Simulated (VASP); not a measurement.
**AlN: relaxation of cell and atoms with PBEsol**

Crystal: AlN.

```xyz
2
Lattice="0.0000 2.0345 2.0345 2.0345 0.0000 2.0345 2.0345 2.0345 0.0000" Properties=species:S:1:pos:R:3 pbc="T T T"
Al    2.0345    2.0345    2.0345
N     0.0000    0.0000    0.0000
```

```json
{
 "Program": "VASP 6.6.1",
 "Task": "relaxation of cell and atoms",
 "Functional": "PBEsol",
 "Potentials or basis": "VASP PAW PBE potentials, release 64 (Al, N)",
 "Cutoff": "600 eV",
 "k mesh": "10 × 10 × 10",
 "Occupations": "gaussian, width 0.02 eV",
 "Spin": "no spin polarisation",
 "Dipole correction": "no",
 "Further INCAR settings": "ALGO = Normal; EDIFF = 1e-07; IBRION = 2; EDIFFG = -0.005; NSW = 100; ISIF = 3"
}
```

- Relaxed volume: 8.27 Å³/atom
- Relaxed cell: a = 2.859 Å, b = 2.859 Å, c = 2.859 Å, α = 60.00°, β = 60.00°, γ = 60.00°
- Space group after relaxing (to 0.05 Å): Fm-3m (No. 225)
- Energy gained by relaxing: 2.3 meV/atom
- Ionic steps: 3
- Pressure after relaxing: 0.0 GPa
- Band gap on the k mesh: 4.55 eV, indirect (least direct gap 5.66 eV)

Step by step:
```
step  energy change (eV)  largest force (eV/Å)  pressure (GPa)  volume (Å³)
   1              0.0000                0.0000           -4.72        16.84
   2             -0.0004                0.0000            4.78        16.25
   3             -0.0047                0.0000           -0.01        16.53
```

Final structure:
```
CELL_PARAMETERS angstrom
0.00000 2.02196 2.02196
2.02196 0.00000 2.02196
2.02196 2.02196 0.00000
ATOMIC_POSITIONS crystal
Al 0.50000 0.50000 0.50000
N 0.00000 0.00000 0.00000
```

Levels at points of the mesh, in eV from the valence-band top:
| k point | band 2 | band 3 | band 4 | band 5 | band 6 | band 7 |
| --- | --- | --- | --- | --- | --- | --- |
| (0.00, 0.00, 0.00) | 0.00 | 0.00 | 0.00 | 5.66 | 12.02 | 12.02 |
| (0.50, 0.00, 0.00) | -8.36 | -1.09 | -1.09 | 6.04 | 10.90 | 10.90 |
| (0.50, 0.50, 0.00) | -7.45 | -2.82 | -2.82 | 4.55 | 5.14 | 13.96 |

Wall time 8.9 s on 1 thread of AMD EPYC 9R45 (Zen 5) (shared host), peak memory 0.11 GiB.

Caveat: the PAW data sets were made with another functional, which shifts forces and pressure a little. A hybrid or GW would open this gap; PBEsol tends to underestimate it.
